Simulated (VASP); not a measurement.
CaF: vibrations by perturbation theory with PBE

The system is CaF.

```
Ca F
1.0
     3.94162    0.00000    0.00000
     0.00000    3.94162    0.00000
     0.00000    0.00000    5.69664
Ca F
2 2
Direct
  0.50000 0.00000 0.77334
  0.00000 0.50000 0.22666
  0.00000 0.00000 0.00000
  0.50000 0.50000 0.00000
```

```
Program                : VASP 6.6.1
Task                   : vibrations by perturbation theory
Functional             : PBE
Potentials or basis    : VASP PAW PBE potentials, release 64 (Ca_sv, F)
Cutoff                 : 600 eV
k mesh                 : 12 × 12 × 8
Occupations            : fermi-dirac, width 0.15 eV
Spin                   : no spin polarisation
Dipole correction      : no
Further INCAR settings : ALGO = Normal; EDIFF = 1e-08; NBANDS = 25; IBRION = 8; NSW = 1
```

The highest phonon frequency at Γ, LO-TO splitting left out is 312 cm⁻¹.

Phonon frequencies in cm⁻¹ (negative: imaginary):
```tsv
q point	frequencies
(0.000, 0.000, 0.000)	-1 -1 -1 154 154 184 238 238 243 254 312 312
```

Wall time 14 min on 4 MPI ranks on Intel(R) Xeon(R) 6975P-C (Granite Rapids), with other jobs on the host, peak memory 1.7 GiB a rank.
